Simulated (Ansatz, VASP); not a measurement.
## Two plane-wave programs on HfZrS3

```
Zr Hf S
1.0
     5.11307    0.00000    0.00000
     0.00000    5.11307    0.00000
     0.00000    0.00000    4.89774
Zr Hf S
1 1 3
Direct
  0.00000 0.00000 0.50000
  0.50000 0.50000 0.50000
  0.00000 0.50000 0.50000
  0.50000 0.00000 0.50000
  0.00000 0.00000 0.00000
```

Alike in both runs: functional PBE; k mesh 8 × 8 × 8; occupations gaussian, width 0.1 eV; no spin polarisation.

Ansatz relaxed the structure, and its values are those at the end. VASP's run is a single point on that final structure, the one shown.

```csv
,VASP,Ansatz
version,VASP 6.6.1,Ansatz 0.2.0
potentials or method,"VASP PAW PBE potentials, release 64 (Zr_sv, Hf_pv, S), cutoff 520 eV","scalar-relativistic, plane waves, PAW"
valence electrons in the cell,40,56
```

|  | VASP | Ansatz | Ansatz less VASP |
| --- | --- | --- | --- |
| gap on the k mesh at the Fermi level (eV) | none | none | - |
| pressure (GPa) | -0.2 | 0.0 | +0.20 |

A gap of «none» marks a metal or a gap that the smearing closes. VASP's potentials hold 40 valence electrons a cell and Ansatz's 56, so a difference there can come from the potentials and not from the codes.

Spin-orbit coupling is off throughout.
